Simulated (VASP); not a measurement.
Na2Hg:

```
CELL_PARAMETERS angstrom
3.39818 0.00000 0.00000
-1.69909 2.94291 0.00000
0.00000 0.00000 7.66981
ATOMIC_POSITIONS crystal
Na 0.33333 0.66667 0.80937
Na 0.66667 0.33333 0.19063
Hg 0.00000 0.00000 0.00000
```

The cell was generated, and may not be a known phase.

```yaml
Program: VASP 6.6.1
Task: relaxation of cell and atoms
Functional: PBE
Potentials_or_basis: VASP PAW PBE potentials, release 64 (Na_sv, Hg_sv_GW)
Cutoff: 1130 eV
k_mesh: 6 × 6 × 2
Occupations: gaussian, width 0.1 eV
Spin: no spin polarisation
```

At the start: pressure 23.8 GPa; volume 25.57 Å³/atom.

**Question.** Where does the relaxation end?

**Answer.** Over 30 steps the energy falls by 1081.8 meV/atom and the volume is 29.84 Å³/atom (+16.7 %); space group P-3m1 (No. 164, to 0.1 Å) before and after.

The path:
| step | energy change (eV) | largest force (eV/Å) | pressure (GPa) | volume (Å³) |
| --- | --- | --- | --- | --- |
| 1 | 0.0000 | 3.9429 | 23.76 | 76.70 |
| 2 | -2.8519 | 0.2154 | 0.12 | 126.96 |
| 3 | -2.8536 | 0.1930 | 0.02 | 127.98 |
| 4 | -2.8569 | 0.1905 | 0.03 | 127.39 |
| 5 | -2.8659 | 0.1834 | 0.05 | 125.61 |
| 6 | -2.8820 | 0.1918 | 0.07 | 122.09 |
| 7 | -2.9154 | 0.2498 | 0.13 | 115.14 |
| 8 | -2.9528 | 0.3212 | 0.54 | 101.63 |
| 9 | -2.5884 | 0.0999 | 5.41 | 76.41 |
| 10 | -2.9630 | 0.3294 | 0.57 | 99.98 |
| 11 | -2.9719 | 0.4326 | 1.30 | 91.38 |
| 12 | -2.9027 | 0.2426 | 2.66 | 83.77 |
| 13 | -2.9739 | 0.3940 | 1.53 | 89.73 |
| 14 | -2.9789 | 0.3714 | 1.48 | 89.62 |
| 15 | -2.9904 | 0.3120 | 1.41 | 89.29 |
| 16 | -2.9966 | 0.1979 | 1.34 | 88.62 |
| 17 | -3.0131 | 0.1825 | 1.18 | 89.31 |
| 18 | -3.0534 | 0.1411 | 0.50 | 91.39 |
| 19 | -3.0968 | 0.0524 | -0.45 | 95.61 |
| 20 | -3.1019 | 0.0151 | -0.68 | 97.45 |
| 21 | -3.1205 | 0.0391 | -0.73 | 96.26 |
| 22 | -3.1766 | 0.1093 | -0.38 | 92.65 |
| 23 | -3.2188 | 0.1940 | 0.96 | 85.17 |
| 24 | -3.2264 | 0.1791 | 0.49 | 87.45 |
| 25 | -3.2368 | 0.1277 | 0.28 | 88.36 |
| 26 | -3.2387 | 0.0871 | 0.13 | 89.12 |
| 27 | -3.2389 | 0.0955 | 0.15 | 88.97 |
| 28 | -3.2432 | 0.0656 | -0.05 | 89.84 |
| 29 | -3.2440 | 0.0426 | -0.20 | 90.45 |
| 30 | -3.2455 | 0.0296 | -0.07 | 89.51 |

Final structure:
```
Na Hg
1.0
     3.53075    0.00000    0.00000
    -1.76537    3.05772    0.00000
     0.00000    0.00000    8.29057
Na Hg
2 1
Direct
  0.33333 0.66667 0.68688
  0.66667 0.33333 0.31312
  0.00000 0.00000 0.00000
```

Caveat: the k points lie up to 0.38 Å⁻¹ apart in the final cell, too coarse for converged energies and pressures of a metal; the volume moved by over 15 % at a fixed basis, so the end points are rough.
